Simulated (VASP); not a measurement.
# MgTe (P6_3mc) in VASP: a series of runs, part 2 of 2

VASP 6.6.1.

## (4) Dielectric tensor, r2SCAN

This run uses another cell than the first one, of 33.82 Å³/atom.

The input, INCAR:

```
PREC = Accurate ; ENCUT = 580
EDIFF = 1E-8 ; ISMEAR = 0
SIGMA = 0.01 ; LREAL = False
LASPH = True ; NELM = 120
ALGO = Normal ; ISIF = 2
LWAVE = False ; LCHARG = False
METAGGA = R2SCAN ; LMIXTAU = True
LCALCEPS = True ; GGA_COMPAT = False
```

The input, KPOINTS:

```
Automatic mesh
0
Gamma
  6 6 4
```

The input, POSCAR:

```
MgTe
1.0
    4.5776356459      0.0000000000      0.0000000000
   -2.2888178230      3.9643487586      0.0000000000
    0.0000000000      0.0000000000      7.4550892595
Mg Te
2 2
Direct
    0.3333333333      0.6666666667     -0.0006080519
    0.6666666667      0.3333333333      0.4993919481
    0.3333333333      0.6666666667      0.3756080519
    0.6666666667      0.3333333333      0.8756080519
```

Potentials or basis: VASP PAW PBE potentials, release 64 (Mg, Te).

Launch:

```bash
> cat potpaw_PBE.64/Mg/POTCAR potpaw_PBE.64/Te/POTCAR > POTCAR
> mpirun -np 1 vasp_std > vasp.out
```

OUTCAR:

```text
PREC = Accurate
   ENCUT = 580
   EDIFF = 1E-8
   ISMEAR = 0
   LREAL = False
   LASPH = True
   NELM = 120
   ISIF = 2
   METAGGA = R2SCAN

 ion  position               nearest neighbor table
   1  0.333  0.667  0.999-   4 2.80   4 2.80   4 2.80   3 2.80
   2  0.667  0.333  0.499-   3 2.80   3 2.80   3 2.80   4 2.80
   3  0.333  0.667  0.376-   2 2.80   2 2.80   2 2.80   1 2.80
   4  0.667  0.333  0.876-   1 2.80   1 2.80   1 2.80   2 2.80

  LATTYP: Found a hexagonal cell.
 ALAT       =     4.5776356459
 C/A-ratio  =     1.6285894807

  Lattice vectors:

 A1 = (   4.5776356459,   0.0000000000,   0.0000000000)
 A2 = (  -2.2888178230,   3.9643487586,   0.0000000000)
 A3 = (   0.0000000000,   0.0000000000,   7.4550892595)

Analysis of symmetry for initial positions (statically):
=====================================================================
 Subroutine PRICEL returns:
 Original cell was already a primitive cell.

 Routine SETGRP: Setting up the symmetry group for a
 hexagonal supercell.

[... 565 lines left out ...]
  y    -0.00000     0.00000     0.00000    -0.00000     0.21620    -0.00000
  z     0.21445     0.21445    -0.41775    -0.00000     0.00000     0.00000

 BORN EFFECTIVE CHARGES (including local field effects) (in |e|, cummulative output)
 ---------------------------------------------------------------------------------
 ion    1
    1     1.88918    -0.00000     0.00000
    2    -0.00000     1.88918    -0.00000
    3    -0.00000    -0.00000     1.96746
 ion    2
    1     1.88918    -0.00000     0.00000
    2    -0.00000     1.88918     0.00000
    3     0.00000     0.00000     1.96746
 ion    3
    1    -1.88918     0.00000     0.00000
    2     0.00000    -1.88918     0.00000
    3    -0.00000    -0.00000    -1.96746
 ion    4
    1    -1.88918     0.00000     0.00000
    2     0.00000    -1.88918     0.00000
    3     0.00000     0.00000    -1.96746

  FORCE on cell =-STRESS in cart. coord.  units (eV):
  Direction    XX          YY          ZZ          XY          YZ          ZX
  --------------------------------------------------------------------------------------
  -------------------------------------------------------------------------------------
  Total       -0.0897512     -0.0897512     -0.0793891      0.0000000      0.0000000      0.0000000
  in kB       -1.0628819     -1.0628819     -0.9401684      0.0000000      0.0000000      0.0000000
  external PRESSURE =      -1.0219774 kB  Pullay stress =       0.0000000 kB

 VOLUME and BASIS-vectors are now :
 -----------------------------------------------------------------------------
  energy-cutoff  :      580.00
  volume of cell :      135.29
      direct lattice vectors                 reciprocal lattice vectors
     4.577635646  0.000000000  0.000000000     0.218453385  0.126124120  0.000000000
    -2.288817823  3.964348759  0.000000000     0.000000000  0.252248241  0.000000000
     0.000000000  0.000000000  7.455089260     0.000000000  0.000000000  0.134136556

 POSITION                                       TOTAL-FORCE (eV/Angst)
 -----------------------------------------------------------------------------------
     -0.00000      2.64290      7.45056        -0.000000      0.000000      0.000370
      2.28882      1.32145      3.72301         0.000000     -0.000000      0.000370
     -0.00000      2.64290      2.80019         0.000000      0.000000     -0.000370
      2.28882      1.32145      6.52774         0.000000      0.000000     -0.000370
 -----------------------------------------------------------------------------------
    total drift:                               -0.000000      0.000000      0.000738

  FREE ENERGIE OF THE ION-ELECTRON SYSTEM (eV)
  ---------------------------------------------------
  free  energy   TOTEN  =       -63.3607989282 eV

  energy  without entropy=      -63.3607989282  energy(sigma->0) =      -63.36079893
```

stdout:

```text
POSCAR found type information on POSCAR MgTe
 POSCAR found :  2 types and       4 ions
 scaLAPACK will be used
 -----------------------------------------------------------------------------
|                                                                             |
|                                                                             |
[... 110 lines left out ...]
 p_tot=(  0.569E-08  0.165E-08  0.186E+02 )
dp_tot=( -0.125E-07  0.222E-07  0.298E-01 )  diag[e(oo)]=(    ---      ---    4.98607 )
 p_tot=(  0.576E-08  0.161E-08  0.186E+02 )
dp_tot=( -0.125E-07  0.221E-07  0.298E-01 )  diag[e(oo)]=(    ---      ---    4.98953 )
 final diagonalization full
 p_tot=(  0.575E-08  0.164E-08  0.186E+02 )
dp_tot=( -0.125E-07  0.222E-07  0.299E-01 )  diag[e(oo)]=(    ---      ---    4.99298 )
```

Wall time 30 min (1 thread of Intel Xeon 6975P-C (Granite Rapids), shared host); peak memory 0.8 GiB.

Results:

| Quantity | Value |
| --- | --- |
| Band gap on the k mesh | 3.14 eV |
| Electronic dielectric tensor (diagonal) | 4.88, 4.88, 4.99 |
| Born charges (mean of the diagonal) | Mg +1.92; Te -1.92 e |

Electronic dielectric tensor:
```
4.88 0.00 0.00
0.00 4.88 0.00
0.00 0.00 4.99
```

Born effective charge tensors (e):
atom 1, Mg
```
1.89 0.00 0.00
0.00 1.89 0.00
0.00 0.00 1.97
```
atom 2, Mg
```
1.89 0.00 0.00
0.00 1.89 0.00
0.00 0.00 1.97
```
atom 3, Te
```
-1.89  0.00  0.00
 0.00 -1.89  0.00
 0.00  0.00 -1.97
```
atom 4, Te
```
-1.89  0.00  0.00
 0.00 -1.89  0.00
 0.00  0.00 -1.97
```

Dipole moments of the cell (e·Å, modulo the quantum): ionic 0.000, 0.000, 18.674; electronic 0.000, 0.000, -0.073

Caveat: the structure was generated, so it needn't be the stable form of MgTe; the PAW data sets were made with another functional, which shifts forces and pressure a little; spin-orbit coupling is left out, which moves the levels of the heavy elements.

## (5) Overview

```tsv
cell	gap on the mesh (eV)
a = 4.761, b = 4.761, c = 7.209 Å, angles 90.0, 90.0, 120.0°, 4 atoms, atomic positions A	2.66
a = 4.715, b = 4.715, c = 7.276 Å, angles 90.0, 90.0, 120.0°, 4 atoms, atomic positions B	2.78
a = 4.578, b = 4.578, c = 7.455 Å, angles 90.0, 90.0, 120.0°, 4 atoms, atomic positions C	3.14
```

Alike in all rows: task dielectric tensor; level r2SCAN; potentials or basis VASP PAW PBE potentials, release 64 (Mg, Te); no spin polarisation; k mesh 6 × 6 × 4; cutoff (eV) 580; smearing gaussian 0.01 eV.

Caveats: the structure was generated, so it needn't be the stable form of MgTe; the PAW data sets were made with another functional, which shifts forces and pressure a little; spin-orbit coupling is left out, which moves the levels of the heavy elements.

Total energies depend on the potentials used, so only differences within one code and one set of settings carry meaning.
